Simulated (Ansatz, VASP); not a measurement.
One calculation of As, two programs

```
As
1.0
     1.85434    1.07061    3.43866
    -1.85434    1.07061    3.43866
     0.00000   -2.14121    3.43866
As
2
Direct
  0.22754 0.22754 0.22754
  0.77246 0.77246 0.77246
```

Change from the starting cell: volume scaled by 0.96.

Alike in both runs: task single point; functional LDA; k mesh 13 × 13 × 13; occupations fermi-dirac, width 0.05 eV; no spin polarisation.

|  | VASP | Ansatz |
| --- | --- | --- |
| version | VASP 6.6.1 | Ansatz 0.2.0 |
| potentials or method | VASP PAW LDA potentials, release 64 (As), cutoff 520 eV | all-electron LAPW, scalar-relativistic |

Ansatz gave:

* pressure (GPa): 1.9
* traceless stress, the component that is largest in VASP (GPa): -1.34
* rms of the force components (eV/Å): 0.199

**Question.** Which values does VASP return?

**Answer.** Pressure (GPa): 2.4; traceless stress, the component that is largest in VASP (GPa): -1.50; rms of the force components (eV/Å): 0.246.

LDA's correlation is that of Perdew and Zunger in VASP and of Perdew and Wang (1992) in Ansatz. Atom by atom the forces differ by 0.047 eV/Å (rms over components). Ansatz ran all-electron here, and VASP with PAW potentials.
